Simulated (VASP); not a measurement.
Al24Cu, 25 atoms in the cell. The cell holds a slab with vacuum, 25 atoms: a = 5.728 Å, b = 8.591 Å, c = 20.015 Å, α = 90.00°, β = 90.00°, γ = 60.00°. 

- Program: VASP 6.6.1
- Task: single point
- Functional: PBE
- Potentials or basis: VASP PAW PBE potentials, release 64 (Al, Cu)
- Cutoff: 520 eV
- k mesh: 2 × 2 × 1
- Occupations: fermi-dirac, width 0.1 eV
- Spin: no spin polarisation
- Dipole correction: no
- Further INCAR settings: LREAL = Auto; ALGO = Normal; EDIFF = 1e-06; NBANDS = 60

Potentials or basis: VASP PAW PBE potentials, release 64 (Al, Cu).

The run is started by

```sh
$ cat potpaw_PBE.64/Al/POTCAR potpaw_PBE.64/Cu/POTCAR > POTCAR
$ mpirun -np 1 vasp_std > vasp.out
```

Hardware: 1 thread of Intel(R) Xeon(R) 6975P-C (Granite Rapids) (shared host).

**Question.** How long does it take, and how much memory?

**Answer.** Run time: 5.3 min on 1 thread of Intel(R) Xeon(R) 6975P-C (Granite Rapids), with other jobs on the host, peak memory 0.89 GiB. Counts: scf iterations 26, k points 4.
